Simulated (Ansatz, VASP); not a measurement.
**One calculation of Ir, two programs**

The input INCAR:

```
SYSTEM = Ir
PREC = Accurate ; ENCUT = 520
EDIFF = 1E-6 ; ISMEAR = 0
SIGMA = 0.1 ; LREAL = .FALSE.
LASPH = .TRUE. ; NELM = 80
ALGO = Normal ; ISIF = 2
LWAVE = .FALSE. ; LCHARG = .FALSE.
LDIPOL = .TRUE. ; IDIPOL = 3
DIPOL = 0.5 0.5 0.309 ; GGA = PE
NBANDS = 26
```

File KPOINTS:

```
Automatic mesh
0
G
  10 7 1
  0 0 0
```

File POSCAR:

```
Ir
1.0
    2.7367600872      0.0000000000      0.0000000000
    0.0000000000      3.8703632323      0.0000000000
    0.0000000000      0.0000000000     19.4599433740
Ir
4
Direct
    0.5000000000      0.5000000000      0.2055504440
    0.0000000000      0.0000000000      0.2758682253
    0.5000000000      0.5000000000      0.3454282602
    0.0000000000      0.0000000000      0.4090424736
```

Input for Ansatz:

```yaml
crystal:
  lattice:
    - [2.7367600872, 0.0, 0.0]
    - [0.0, 3.8703632323, 0.0]
    - [0.0, 0.0, 19.459943373]
  atoms:
    - { symbol: Ir, position: [0.5, 0.5, 0.205550444] }
    - { symbol: Ir, position: [0.0, 0.0, 0.2758682254] }
    - { symbol: Ir, position: [0.5, 0.5, 0.3454282605] }
    - { symbol: Ir, position: [0.0, 0.0, 0.4090424736] }
basis:
  ecutwfc: 420
kpoints:
  mp_grid: { grid: [10, 7, 1] }
hamiltonian:
  xc: pbe
  pseudopotentials: { kind: paw, azcp: { folder: soft_1 } }
scf:
  occupations: { method: gaussian, width: 0.1 }
output:
  forces: true
  eigenvalues: true
efield:
  axis: 3
  dipole_correction: true
  ramp_width: 0.04
```

Alike in both runs: task single point; functional PBE; k mesh 10 × 7 × 1; occupations gaussian, width 0.1 eV; no spin polarisation.

|  | VASP | Ansatz |
| --- | --- | --- |
| version | VASP 6.6.1 | Ansatz 0.2.0 |
| potentials or method | VASP PAW PBE potentials, release 64 (Ir), cutoff 520 eV | scalar-relativistic, plane waves, PAW |
| valence electrons in the cell | 36 | 68 |

|  | VASP | Ansatz | Ansatz less VASP |
| --- | --- | --- | --- |
| gap on the k mesh at the Fermi level (eV) | none | none | - |
| rms of the force components (eV/Å) | 0.471 | 0.470 | -0.0010 |

Atom by atom the forces differ by 0.023 eV/Å (rms over components). A gap of «none» marks a metal or a gap that the smearing closes. VASP's potentials hold 36 valence electrons a cell and Ansatz's 68, so a difference there can come from the potentials and not from the codes.

Spin-orbit coupling is off throughout.
